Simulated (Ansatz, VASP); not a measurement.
Ti in VASP and in Ansatz

```
Ti
1.0
     2.93573    0.00000    0.00000
    -1.46787    2.54242    0.00000
     0.00000    0.00000    4.64086
Ti
2
Direct
  0.33333 0.66667 0.25000
  0.66667 0.33333 0.75000
```

Alike in both runs: task electric field gradients; functional LDA; k mesh 13 × 13 × 7; occupations fermi-dirac, width 0.05 eV; no spin polarisation.

|  | VASP | Ansatz |
| --- | --- | --- |
| version | VASP 6.6.1 | Ansatz 0.2.0 |
| potentials or method | VASP PAW LDA potentials, release 64 (Ti_sv), cutoff 520 eV | all-electron PAW with datasets made for the crystal, scalar-relativistic |

Ansatz gave:

```
pressure (GPa)                                                : -8.1
traceless stress, the component that is largest in VASP (GPa) : 0.04
size of Vzz on the site where it differs most (V/Å²)          : 20.0
```

Task: What did VASP give for the same quantities?

Result: Pressure (GPa): -8.2; traceless stress, the component that is largest in VASP (GPa): 0.06; size of Vzz on the site where it differs most (V/Å²): 18.6.

LDA's correlation is that of Perdew and Zunger in VASP and of Perdew and Wang (1992) in Ansatz. Ansatz ran all-electron here, and VASP with PAW potentials.
